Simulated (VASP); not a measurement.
Here is a VASP 6.6.1 calculation.

Contents of INCAR:

```
PREC = Accurate
ENCUT = 600
EDIFF = 1E-7
ISMEAR = -1
SIGMA = 0.05
LREAL = F
LASPH = T
NELM = 150
ALGO = Normal
ISIF = 3
LWAVE = F
LCHARG = F
MAGMOM = 0 0 0
LORBIT = 11
LSORBIT = T
GGA_COMPAT = F
LORBMOM = T
LMAXMIX = 4
GGA = PE
IBRION = 2
NSW = 45
EDIFFG = -0.005
```

The input KPOINTS:

```
regular mesh
0
Gamma
  15 15 15
```

Contents of POSCAR:

```
Au
1.0
    2.7379017552      0.0000000000      0.0000000000
    0.0000000000      2.7379017552      0.0000000000
    0.0000000000      0.0000000000      2.7379017552
Au
1
Direct
    0.0000000000      0.0000000000      0.0000000000
```

Potentials or basis: VASP PAW PBE potentials, release 64 (Au).

The run is started by

```sh
$ cat potpaw_PBE.64/Au/POTCAR > POTCAR
$ mpirun -np 1 vasp_ncl > vasp.out
```

Problem. Estimate the space group after relaxing (to 0.1 Å).

Solution. Pm-3m (No. 221).

Problem. Estimate the net moment.

Solution. 0.00 μB per cell.

Problem. Predict the relaxed cell.

Solution. a = 2.739 Å, b = 2.739 Å, c = 2.739 Å, α = 90.00°, β = 90.00°, γ = 90.00°.

Final structure:
```
Au
1.0
     2.73883    0.00000    0.00000
     0.00000    2.73883    0.00000
     0.00000    0.00000    2.73883
Au
1
Direct
  0.00000 0.00000 0.00000
```
